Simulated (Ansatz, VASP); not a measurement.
# Sc3Te2 in VASP and in Ansatz

```
CELL_PARAMETERS angstrom
3.92038 0.00000 0.00000
0.00000 3.92038 0.00000
0.00000 0.00000 8.95062
ATOMIC_POSITIONS crystal
Sc 0.50000 0.50000 0.83558
Sc 0.50000 0.50000 0.16442
Sc 0.50000 0.50000 0.50000
Te 0.00000 0.00000 0.00000
Te 0.00000 0.00000 0.50000
```

Alike in both runs: functional PBE; k mesh 4 × 4 × 4; occupations gaussian, width 0.1 eV; no spin polarisation.

Ansatz relaxed the structure, and its values are those at the end. VASP's run is a single point on that final structure, the one shown.

|  | VASP | Ansatz |
| --- | --- | --- |
| version | VASP 6.6.1 | Ansatz 0.2.0 |
| potentials or method | VASP PAW PBE potentials, release 64 (Sc_sv, Te), cutoff 520 eV | scalar-relativistic, plane waves, PAW |
| valence electrons in the cell | 45 | 65 |

```tsv
	VASP	Ansatz	Ansatz less VASP
gap on the k mesh at the Fermi level (eV)	none	none	-
pressure (GPa)	0.2	0.1	-0.07
rms of the force components (eV/Å)	0.004	0.001	-0.0025
```

A gap of «none» marks a metal or a gap that the smearing closes. VASP's potentials hold 45 valence electrons a cell and Ansatz's 65, so a difference there can come from the potentials and not from the codes.

The k mesh is coarse, so the values compare programs but aren't converged. Neither program's run includes spin-orbit coupling.
